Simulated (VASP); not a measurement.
The system is FeCo.

```
Fe Co
1.0
     2.85700    0.00000    0.00000
     0.00000    2.85700    0.00000
     0.00000    0.00000    2.85700
Fe Co
1 1
Cartesian
  1.4285 1.4285 1.4285
  0.0000 0.0000 0.0000
```

Program: VASP 6.6.1. Alike in all runs: cell as given; k mesh 13 × 13 × 13; smearing fermi-dirac 0.05 eV.

**Question.** Order these runs on this cell by their pressure, lowest first.
A. level PBEsol; potentials or basis VASP PAW PBE potentials, release 64 (Fe, Co); spin collinear, ferromagnetic start; cutoff (eV) 520
B. level LDA; potentials or basis VASP PAW LDA potentials, release 64 (Fe, Co); spin collinear, ferromagnetic start; cutoff (eV) 600
C. level r2SCAN; potentials or basis VASP PAW PBE potentials, release 64 (Fe, Co); spin collinear, ferromagnetic start; cutoff (eV) 580
D. level PBE; potentials or basis VASP PAW PBE potentials, release 64 (Fe, Co); spin collinear, ferrimagnetic start; cutoff (eV) 600

**Answer.** B (-20.0 GPa), D (-14.6 GPa), A (-11.7 GPa), C (-4.1 GPa).

Caveats: the cell stands under tension; the PAW data sets were made with another functional, which shifts forces and pressure a little (at least some runs).
